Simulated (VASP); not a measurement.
Input of a VASP 6.6.1 run:

File INCAR:

```
SYSTEM = C
PREC = Accurate
ENCUT = 520
EDIFF = 1E-6
ISMEAR = 0
SIGMA = 0.05
LREAL = .FALSE.
LASPH = .TRUE.
NELM = 60
ALGO = Normal
ISIF = 2
LWAVE = .FALSE.
LCHARG = .FALSE.
GGA = PS
NBANDS = 11
```

KPOINTS

```
Automatic mesh
0
G
  12 12 12
  0 0 0
```

File POSCAR:

```
C
1.0
    0.0000000000      1.5522691584      2.3284037376
    1.5522691584      0.0000000000      2.3284037376
    1.5522691584      1.5522691584      0.0000000000
C
2
Direct
    0.5000000000      0.5000000000      0.5000000000
    0.7500000000      0.7500000000      0.7500000000
```

Potentials or basis: VASP PAW PBE potentials, release 64 (C).

Command:

```console
$ cat potpaw_PBE.64/C/POTCAR > POTCAR
$ mpirun -np 1 vasp_std > vasp.out
```

Question: Estimate the band gap on the k mesh.

Answer: Zero (band 4 reaches 13.20 eV, above the bottom of band 5 at 11.61 eV).

Question: Estimate the pressure.

Answer: 8.9 GPa.

Stress tensor (GPa, compression positive):
```
 138.19    0.00    0.00
   0.00  138.19    0.00
   0.00    0.00 -249.54
```

Caveat: the PAW data sets were made with another functional, which shifts forces and pressure a little.
